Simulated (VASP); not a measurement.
A run of VASP 6.6.1 is set up as follows.

The input INCAR:

```
PREC = Accurate
ENCUT = 520
EDIFF = 1E-7
ISMEAR = 0
SIGMA = 0.05
LREAL = F
LASPH = T
NELM = 60
ALGO = Normal
ISIF = 2
LWAVE = F
LCHARG = F
NBANDS = 16
```

Contents of KPOINTS:

```
Automatic mesh
0
Gamma
  9 9 6
```

Contents of POSCAR:

```
MgO
1.0
    3.2544262524      0.0000000000      0.0000000000
   -1.6272131262      2.8184158093      0.0000000000
    0.0000000000      0.0000000000      5.1476234821
Mg O
2 2
Direct
    0.3333333333      0.6666666667      0.0021597400
    0.6666666667      0.3333333333      0.5021597400
    0.3333333333      0.6666666667      0.4024402600
    0.6666666667      0.3333333333      0.9024402600
```

Potentials or basis: VASP PAW LDA potentials, release 64 (Mg, O).

Run with:

```sh
$ cat potpaw_LDA.64/Mg/POTCAR potpaw_LDA.64/O/POTCAR > POTCAR
$ mpirun -np 1 vasp_std > vasp.out
```

(1) What does it give for the pressure?

(2) What does it give for the band gap on the k mesh?

(3) Predict the largest force.

Answers

(1) -4.3 GPa.

(2) 3.44 eV, direct.

(3) 0.449 eV/Å.
